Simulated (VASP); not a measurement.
# B23N24 (a cell with a defect) in VASP: single point with PBE

Aim: the single point of B23N24 (a cell with a defect) with PBE.

Program: VASP 6.6.1. These are calculated values, not measurements. Logs are shortened: lines on timing, memory, paths and dates and some standing lists are left out, and cuts for length are marked.

**1. The cell of the first run**

The cell holds a defect, 47 atoms: a = 6.118 Å, b = 6.118 Å, c = 8.750 Å, α = 109.49°, β = 109.49°, γ = 92.61°.

**2. Single point, PBE, collinear spin**

Input file INCAR:

```
PREC = Accurate ; ENCUT = 520
EDIFF = 1E-6 ; ISMEAR = 0
SIGMA = 0.05 ; LREAL = Auto
LASPH = T ; NELM = 200
ALGO = Normal ; ISIF = 2
LWAVE = F ; LCHARG = T
ISPIN = 2 ; MAGMOM = 0 0 0 0 0 0 0 0 0 0 0 0 0 0 0 0 0 0 0 0 0 0 0 0.5 0 0 0 0 0 0 0 0 0 0 0 0.5 0 0 0.5 0 0 0 0 0 0 0.5 0
LORBIT = 11 ; GGA = PE
LVHAR = T ; NBANDS = 128
GGA_COMPAT = F ; KPAR = 2
NCORE = 2
```

Input file KPOINTS:

```
Automatic mesh
0
Gamma
  2 2 2
```

Input file POSCAR:

```
B23N24
1.0
   -3.8309090000      2.2117770000     -4.2268550000
    3.8309090000     -2.2117770000     -4.2268550000
   -3.8309090000     -6.6353300000      4.2268550000
B N
23 24
Direct
    0.1693558653      0.8343841496      0.0003253176
    0.8328081082      0.0020464086      0.8340760983
    0.3357115615      0.4993622405      0.8343800816
    0.0007603852      0.6665334760      0.6665804590
    0.5014653140      0.1669169027      0.6685257748
    0.1659872942      0.3325806724      0.4997401092
    0.6665657860      0.8331711910      0.5008904624
    0.3344906026      0.0002775623      0.3340642804
    0.8332477542      0.4986967515      0.3321018903
    0.5016315474      0.6653338902      0.1662772029
   -0.0009566329      0.1682992695      0.1665722262
    0.5864803781      0.9164574004      0.0003228793
    0.0823205433      0.4154413470      0.0003174146
    0.7494254553      0.5814616089      0.8336345172
    0.2506577555      0.0847030380      0.8326387479
    0.9161890709      0.2495481995      0.6670037782
    0.4167132169      0.7491198947      0.6669873513
    0.0829358715      0.9156600168      0.4998654035
    0.5833919522      0.4161041628      0.5007868452
    0.2495028126      0.5828718707      0.3336399813
    0.7500213073      0.0824512903      0.3336584715
    0.4183338747      0.2523780658      0.1680075225
    0.9160684877      0.7481179188      0.1669988086
    0.8712801655      0.5375809719      0.0003214664
    0.3573117728      0.0232163811      0.0003254014
    0.0196366831      0.1874504127      0.8337947559
    0.5205160318      0.6857427782      0.8330521404
    0.1871136127      0.8523458453      0.6663109272
    0.6872188287      0.3532296308      0.6671800812
    0.3537308045      0.5197581849      0.5001271091
    0.8539224326      0.0199521534      0.5005107131
    0.5211096364      0.1863560679      0.3343322163
    0.0203482878      0.6863616880      0.3334602545
    0.6877683043      0.8530135668      0.1675894785
    0.1861522523      0.3539782943      0.1668549920
    0.7809158790      0.0821297251      0.0003228574
    0.2735415468      0.6045521946      0.0003234762
    0.9399753000      0.7707478824      0.8328014704
    0.4162133107      0.2645310931      0.8179324971
    0.1021441693      0.4367716107      0.6658346441
    0.6036605870      0.9369430626      0.6673384995
    0.2691772813      0.1027533700      0.4988871499
    0.7706149174      0.6041910631      0.5017590432
    0.4366234834      0.7712539481      0.3348112101
    0.9366250007      0.2699196904      0.3332983166
    0.5985672960      0.4469490079      0.1827299053
    0.1074712905      0.9382559294      0.1678350904
```

Potentials or basis: VASP PAW PBE potentials, release 64 (B, N).

Started as:

```sh
$ cat potpaw_PBE.64/B/POTCAR potpaw_PBE.64/N/POTCAR > POTCAR
$ mpirun -np 4 vasp_std > vasp.out
```

OUTCAR:

```text
PREC = Accurate
   ENCUT = 520
   EDIFF = 1E-6
   ISMEAR = 0
   LREAL = Auto
   LASPH = T
   NELM = 200
   ISIF = 2
   ISPIN = 2
   LORBIT = 11
   GGA = PE

 ion  position               nearest neighbor table
   1  0.169  0.834  0.000-  37 1.57  47 1.57  38 1.57  25 1.59
   2  0.833  0.002  0.834-  36 1.52  41 1.56  26 1.57  38 1.58
   3  0.336  0.499  0.834-  39 1.52  37 1.56  27 1.57  40 1.59
   4  0.001  0.667  0.667-  38 1.56  40 1.56  43 1.56  28 1.57
   5  0.501  0.167  0.669-  39 1.52  41 1.56  29 1.58  42 1.59
   6  0.166  0.333  0.500-  45 1.57  42 1.57  40 1.57  30 1.58
[... 27 lines left out ...]
  34  0.688  0.853  0.168-  23 1.56  21 1.56  12 1.57  10 1.57
  35  0.186  0.354  0.167-  13 1.56  20 1.57  11 1.57  22 1.57
  36  0.781  0.082  0.000-  11 1.52   2 1.52  12 1.53
  37  0.274  0.605  0.000-  10 1.56   3 1.56   1 1.57  13 1.61
  38  0.940  0.771  0.833-   4 1.56   1 1.57   2 1.58  14 1.61
  39  0.416  0.265  0.818-   5 1.52   3 1.52  15 1.53
  40  0.102  0.437  0.666-   4 1.56   6 1.57  16 1.58   3 1.59
  41  0.604  0.937  0.667-   5 1.56   2 1.56   7 1.57  17 1.58
  42  0.269  0.103  0.499-   8 1.56   6 1.57  18 1.58   5 1.59
  43  0.771  0.604  0.502-   4 1.56   7 1.57  19 1.58   9 1.59
  44  0.437  0.771  0.335-   8 1.56   7 1.57  20 1.58  10 1.59
  45  0.937  0.270  0.333-   9 1.56  11 1.56   6 1.57  21 1.58
  46  0.599  0.447  0.183-   9 1.52  10 1.52  22 1.53
  47  0.107  0.938  0.168-   8 1.56   1 1.57  11 1.58  23 1.61

  LATTYP: Found a face centered orthorhombic cell.
 ALAT       =     8.4537100000
 B/A-ratio  =     1.0465353114
 C/A-ratio  =     1.8126523958

  Lattice vectors:

 A1 = (   0.0000000000,  -8.8471070000,   0.0000000000)
 A2 = (  -3.8309090000,  -6.6353300000,  -4.2268550000)
 A3 = (   3.8309090000,  -2.2117770000,  -4.2268550000)

Analysis of symmetry for initial positions (statically):
=====================================================================
 Subroutine PRICEL returns:
 Original cell was already a primitive cell.

 Routine SETGRP: Setting up the symmetry group for a
 face centered orthorhombic supercell.

 Subroutine GETGRP returns: Found  1 space group operations
 (whereof  1 operations were pure point group operations)
 out of a pool of  8 trial point group operations.

The static configuration has the point symmetry C_1 .

Analysis of symmetry for dynamics (positions and initial velocities):
=====================================================================
 Subroutine PRICEL returns:
 Original cell was already a primitive cell.

 Routine SETGRP: Setting up the symmetry group for a
 face centered orthorhombic supercell.

 Subroutine GETGRP returns: Found  1 space group operations
 (whereof  1 operations were pure point group operations)
 out of a pool of  8 trial point group operations.

The dynamic configuration has the point symmetry C_1 .

Analysis of structural, dynamic, and magnetic symmetry:
=====================================================================
 Subroutine PRICEL returns:
 Original cell was already a primitive cell.

 Routine SETGRP: Setting up the symmetry group for a
 face centered orthorhombic supercell.

 Subroutine GETGRP returns: Found  1 space group operations
 (whereof  1 operations were pure point group operations)
 out of a pool of  8 trial point group operations.

The overall configuration has the point symmetry C_1 .

 Subroutine INISYM returns: Found  1 space group operations
 (whereof  1 operations are pure point group operations),
 and found     1 'primitive' translations

----------------------------------------------------------------------------------------

                                     Primitive cell

  volume of cell :     286.5170

  direct lattice vectors                    reciprocal lattice vectors
    -3.830909000  2.211777000 -4.226855000    -0.130517326  0.000000000 -0.118291259
     3.830909000 -2.211777000 -4.226855000     0.065258656 -0.113031299 -0.118291259
    -3.830909000 -6.635330000  4.226855000    -0.065258671 -0.113031299  0.000000000

[... 139 lines left out ...]
   number of dos      NEDOS =    301   number of ions     NIONS =     47
   total plane-waves  NPLWV = 161280
   dimension x,y,z NGX =    48 NGY =   48 NGZ =   70
   dimension x,y,z NGXF=    96 NGYF=   96 NGZF=  140
   ions per type =              23  24
   NGX,Y,Z   is equivalent  to a cutoff of  13.04, 13.04, 13.30 a.u.
   NGXF,Y,Z  is equivalent  to a cutoff of  26.08, 26.08, 26.60 a.u.
 SYSTEM =  unknown system
   PREC   = accura    normal or accurate (medium, high low for compatibility)
   ISTART =      0    job   : 0-new  1-cont  2-samecut
   ICHARG =      2    charge: 1-file 2-atom 10-const
   ISPIN  =      2    spin polarized calculation?
   LNONCOLLINEAR =      F non collinear calculations
   LSORBIT =      F    spin-orbit coupling
   LASPH  =      T    aspherical Exc in radial PAW
   ENCUT  =  520.0 eV  38.22 Ry    6.18 a.u.  11.38 11.38 16.27*2*pi/ulx,y,z
   NELM   =    200;   NELMIN=  2; NELMDL= -5     # of ELM steps
   EDIFF  = 0.1E-05   stopping-criterion for ELM
   LREAL  =      T    real-space projection
   EDIFFG = 0.1E-04   stopping-criterion for IOM
   NSW    =      0    number of steps for IOM
   IBRION =     -1    ionic relax: 0-MD 1-quasi-New 2-CG
   NFREE  =      0    steps in history (QN), initial steepest desc. (CG)
   ISIF   =      2    stress and relaxation
   ISYM   =      2    0-nonsym 1-usesym 2-fastsym
   POTIM  = 0.5000    time-step for ionic-motion
   TEBEG  =    0.0;   TEEND  =   0.0 temperature during run
   PSTRESS=    0.0 pullay stress
   NELECT =     189.0000    total number of electrons
   NUPDOWN=      -1.0000    fix difference up-down
   EMIN   =  10.00;   EMAX   =-10.00  energy-range for DOS
   EFERMI =   0.00;   METHOD = LEGACY
   ISMEAR =     0;   SIGMA  =   0.05  broadening in eV -4-tet -1-fermi 0-gaus
   EFERMI_NEDOS =   21; number of points for ismear=-14 and -15
   IALGO  =     38    algorithm
   IMIX   =      4    mixing-type and parameters
     AMIX     =   0.40;   BMIX     =  1.00
     AMIX_MAG =   1.60;   BMIX_MAG =  1.00
  volume/ion in A,a.u.               =       6.10        41.14
  Fermi-wavevector in a.u.,A,eV,Ry     =   1.425100  2.693048 27.632200  2.030909
  Thomas-Fermi vector in A             =   2.545520
   LORBIT       =     11    0 simple, 1 ext, 2 COOP (PROOUT), +10 PAW based schemes
   GGA     = PE    functional components
   LHFCALC =     F    Hartree Fock is set to
   AEXX    =    0.0000 exact exchange contribution
   IVDW    =     0    specifies the selected vdW correction
   LEPSILON=     F    determine dielectric tensor
   LRPA    =     F    only Hartree local field effects (RPA)
 spin polarized calculation
 Gauss-broadening in eV      SIGMA  =   0.05
  energy-cutoff  :      520.00
  volume of cell :      286.52
 maximum number of plane-waves:      7763
 NGX is ok and might be reduce to    48
   NGX = 23   NGY = 23   NGZ = 33

 number of electron     189.0000001 magnetization       3.0000752

 Free energy of the ion-electron system (eV)
  ---------------------------------------------------
  ext. energy  EPLUGINS =         0.00000000
  ---------------------------------------------------
  free energy    TOTEN  =      -403.55602714 eV

  energy without entropy =     -403.55602714  energy(sigma->0) =     -403.55602714

 E-fermi :   7.4181     XC(G=0): -12.6326

 val. band max:        7.2049479207   @ k =   0.0000   0.0000   0.0000
 cond. band min:       7.6375704732   @ k =   0.5000   0.5000   0.0000
 fundamental gap:      0.4326225526
 Fermi energy:         7.4181180341

 spin component 1

 k-point     1 :       0.0000    0.0000    0.0000
  band No.  band energies     occupation
      1     -13.1696      1.00000
      2     -11.5016      1.00000
      3     -11.4065      1.00000
      4     -10.2954      1.00000
      5     -10.2458      1.00000
      6     -10.1843      1.00000
[... 861 lines left out ...]
    105      15.6306      0.00000
    106      15.6869      0.00000
 Fermi energy:         7.4181180341

 spin component 2

 k-point     1 :       0.0000    0.0000    0.0000
  band No.  band energies     occupation
      1     -13.0817      1.00000
      2     -11.4049      1.00000
      3     -11.2878      1.00000
      4     -10.1759      1.00000
      5     -10.1622      1.00000
      6     -10.1478      1.00000
[... 861 lines left out ...]
    105      15.6659      0.00000
    106      15.7298      0.00000
 [bands above 106 left out]

------------------------ aborting loop because EDIFF is reached ----------------------------------------

  FORCE on cell =-STRESS in cart. coord.  units (eV):
  Direction    XX          YY          ZZ          XY          YZ          ZX
  --------------------------------------------------------------------------------------
  -------------------------------------------------------------------------------------
  Total        4.6810272      4.7531733      2.7294889      0.0512008      0.0306795     -0.0710050
  in kB       26.1758796     26.5793140     15.2630545      0.2863100      0.1715572     -0.3970534
  external PRESSURE =      22.6727494 kB  Pullay stress =       0.0000000 kB

 VOLUME and BASIS-vectors are now :
 -----------------------------------------------------------------------------
  energy-cutoff  :      520.00
  volume of cell :      286.52
      direct lattice vectors                 reciprocal lattice vectors
    -3.830909000  2.211777000 -4.226855000    -0.130517326  0.000000000 -0.118291259
     3.830909000 -2.211777000 -4.226855000     0.065258656 -0.113031299 -0.118291259
    -3.830909000 -6.635330000  4.226855000    -0.065258671 -0.113031299  0.000000000

 POSITION                                       TOTAL-FORCE (eV/Angst)
 -----------------------------------------------------------------------------------
      2.54642     -1.47305     -4.24129        -0.000170      0.001598     -0.007536
     -6.37784     -3.69691     -0.00329         0.006141      0.003924     -0.007115
     -2.56950     -5.89835     -0.00293        -0.000233     -0.006091     -0.008428
     -0.00309     -5.89552     -0.00302         0.002458     -0.000262     -0.001654
     -3.84269     -3.69594      0.00061        -0.005811      0.001012     -0.007995
     -1.27625     -3.68441      0.00495         0.002454     -0.000754     -0.003363
[... 39 lines left out ...]
     -1.28086     -0.87713     -3.64687        -0.000803      0.007709     -0.002537
      2.53970     -2.95115     -3.71072        -0.003785     -0.005856      0.004406
 -----------------------------------------------------------------------------------
    total drift:                                0.006801     -0.002516      0.003994

  FREE ENERGIE OF THE ION-ELECTRON SYSTEM (eV)
  ---------------------------------------------------
  free  energy   TOTEN  =      -403.5560271422 eV

  energy  without entropy=     -403.5560271422  energy(sigma->0) =     -403.55602714

 total charge

# of ion       s       p       d       tot
------------------------------------------
    1        0.672   1.335   0.000   2.007
    2        0.680   1.366   0.000   2.045
    3        0.680   1.366   0.000   2.045
    4        0.680   1.361   0.000   2.041
    5        0.679   1.362   0.000   2.041
    6        0.674   1.346   0.000   2.020
[... 39 lines left out ...]
   46        1.241   2.642   0.000   3.883
   47        1.221   2.723   0.000   3.944
--------------------------------------------------
tot         44.870  96.616   0.000 141.486

 magnetization (x)

# of ion       s       p       d       tot
------------------------------------------
    1       -0.000  -0.003   0.000  -0.004
    2       -0.003  -0.005   0.000  -0.008
    3       -0.003  -0.005   0.000  -0.008
    4        0.002   0.014   0.000   0.015
    5       -0.003  -0.007   0.000  -0.010
    6       -0.000  -0.000   0.000  -0.001
[... 39 lines left out ...]
   46        0.020   0.394   0.000   0.414
   47        0.006   0.077   0.000   0.084
--------------------------------------------------
tot          0.090   2.147   0.000   2.237
```

Wall time 6.7 min (4 MPI ranks of Intel Xeon Platinum 8259CL at 2.50GHz (Skylake/Cascade Lake), shared host); peak memory 0.45 GiB.

Results:

```yaml
Free_energy: -403.5560 eV
Pressure: 2.3 GPa
Largest_force: 0.018 eV/Å
Band_gap_on_the_k_mesh: 0.43 eV
Net_moment: 3.00 μB per cell
Site_moments: B -0.00, -0.01, +0.01 (each value once); N +0.43, +0.07, +0.02, +0.01, +0.00, +0.42, +0.05, +0.08, +0.41 (each value once) μB
Valence_electrons_inside_the_program's_atomic_spheres: B 2.01, 2.04, 2.02, 2.05 (each value once); N 3.88, 3.94, 3.97, 3.95, 3.96 (each value once)
```

Forces on the atoms (eV/Å):
```
B    0.000  0.002 -0.008
B    0.006  0.004 -0.007
B    0.000 -0.006 -0.008
B    0.002  0.000 -0.002
B   -0.006  0.001 -0.008
B    0.002 -0.001 -0.003
B   -0.003 -0.004 -0.001
B    0.002  0.001  0.000
B   -0.004 -0.001 -0.009
B    0.005  0.007 -0.007
B   -0.001 -0.004 -0.006
B    0.009 -0.004  0.008
B   -0.008  0.001 -0.005
B    0.008  0.002  0.002
B   -0.008 -0.004  0.008
B   -0.002 -0.001  0.001
B   -0.001 -0.001 -0.006
B   -0.002  0.004  0.002
B   -0.001  0.000 -0.002
B    0.000  0.003  0.002
B    0.001  0.003 -0.010
B    0.003  0.007  0.007
B    0.001 -0.010 -0.003
N    0.000  0.002  0.018
N    0.001 -0.001 -0.003
N    0.002  0.004  0.003
N    0.001  0.001  0.003
N    0.002  0.001  0.005
N    0.000  0.001  0.001
N   -0.001 -0.001  0.001
N    0.000  0.000  0.001
N   -0.001 -0.002  0.005
N    0.000 -0.002  0.000
N   -0.001 -0.002  0.004
N   -0.002 -0.002  0.002
N    0.008 -0.004 -0.004
N   -0.003  0.002  0.007
N    0.003  0.004  0.006
N   -0.002 -0.005 -0.002
N   -0.002 -0.002  0.001
N   -0.001  0.000  0.003
N   -0.001  0.002  0.000
N   -0.002  0.001  0.001
N    0.003  0.001 -0.001
N   -0.002  0.000  0.004
N   -0.001  0.008 -0.003
N   -0.004 -0.006  0.004
```

Stress tensor (GPa, compression positive):
```
 2.62  0.03 -0.04
 0.03  2.66  0.02
-0.04  0.02  1.53
```

Caveat: the k points lie up to 0.55 Å⁻¹ apart.
